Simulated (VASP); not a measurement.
## MgO: single point with r2SCAN

The system is MgO.

```xyz
2
Lattice="2.0917 2.0917 0.0000 -2.0917 2.0917 0.0000 0.0000 2.0917 2.1085" Properties=species:S:1:pos:R:3 pbc="T T T"
Mg    0.0000    0.0000    0.0000
O     0.0000    2.0917    0.0000
```

This cell differs from its parent crystal: in-plane strain -0.005, then relaxed in part.

| Property | Result |
| --- | --- |
| Program | VASP 6.6.1 |
| Task | single point |
| Functional | r2SCAN |
| Potentials or basis | VASP PAW PBE potentials, release 64 (Mg, O) |
| Cutoff | 520 eV |
| k mesh | 10 × 10 × 10 |
| Occupations | gaussian, width 0.01 eV |
| Spin | no spin polarisation |
| Dipole correction | no |
| Further INCAR settings | ALGO = Normal; EDIFF = 1e-07; NBANDS = 11 |

```json
{
  "Pressure": "0.1 GPa",
  "Band gap on the k mesh": "5.72 eV"
}
```

Stress tensor (GPa, compression positive):
```
 0.66  0.00  0.00
 0.00  0.66  0.00
 0.00  0.00 -1.11
```

Levels at points of the mesh, in eV from the valence-band top:
```csv
k point,band 1,band 2,band 3,band 4,band 5,band 6,band 7,band 8
"(0.00, 0.00, 0.00)",-18.28,-0.02,-0.02,0.00,5.72,16.84,16.93,16.93
"(0.50, 0.00, 0.00)",-17.00,-4.68,-0.71,-0.69,8.87,13.94,17.45,17.64
"(0.50, 0.50, 0.00)",-16.74,-4.15,-1.44,-1.39,10.01,11.19,14.46,20.45
"(0.00, 0.00, 0.50)",-16.76,-4.18,-1.38,-1.38,10.09,11.20,14.35,20.62
```

It took 120 s on 1 thread of Intel Xeon 8259CL, with other jobs on the host, peak memory 0.16 GiB.

Caveat: the cell differs from its parent crystal (in-plane strain -0.005, then relaxed in part); the PAW data sets were made with another functional, which shifts forces and pressure a little.
